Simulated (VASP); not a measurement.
A run of VASP 6.6.1 is set up as follows.

Contents of POSCAR:

```
NaI
1.0
    0.0000000000      3.1897435400      3.1897435400
    3.1897435400      0.0000000000      3.1897435400
    3.1897435400      3.1897435400      0.0000000000
Na I
1 1
Direct
    0.0000000000      0.0000000000      0.0000000000
    0.5000000000      0.5000000000      0.5000000000
```

Contents of INCAR.step1:

```
SYSTEM = NaI
ALGO = Normal
EDIFF = 1E-4
ENCUT = 520
GGA = PE
ISMEAR = -1
LASPH = .TRUE.
LCHARG = .FALSE.
LREAL = .FALSE.
LWAVE = .TRUE.
NBANDS = 14
NELM = 60
PREC = Accurate
SIGMA = 0.02
```

Contents of INCAR.step2:

```
SYSTEM = NaI
ALGO = Normal
EDIFF = 1E-7
ENCUT = 520
ISIF = 2
ISMEAR = -1
ISTART = 1
LASPH = .TRUE.
LCHARG = .FALSE.
LMIXTAU = .TRUE.
LREAL = .FALSE.
LWAVE = .FALSE.
METAGGA = R2SCAN
NBANDS = 14
NELM = 60
PREC = Accurate
SIGMA = 0.02
```

The input KPOINTS:

```
k-points
0
G
  8 8 8
  0 0 0
```

Potentials or basis: VASP PAW PBE potentials, release 64 (Na_pv, I).

Command:

```bash
$ cat potpaw_PBE.64/Na_pv/POTCAR potpaw_PBE.64/I/POTCAR > POTCAR
$ cp INCAR.step1 INCAR
$ mpirun -np 1 vasp_std > vasp.out
$ cp INCAR.step2 INCAR
$ mpirun -np 1 vasp_std > vasp.out
```

Problem. Estimate the pressure.

Solution. 0.6 GPa.

Problem. Estimate the band gap on the k mesh.

Solution. 4.58 eV.

Caveat: the PAW data sets were made with another functional, which shifts forces and pressure a little; spin-orbit coupling is left out, which moves the levels of the heavy elements. r2SCAN opens gaps a little over a GGA but as a rule still falls short of measured ones.
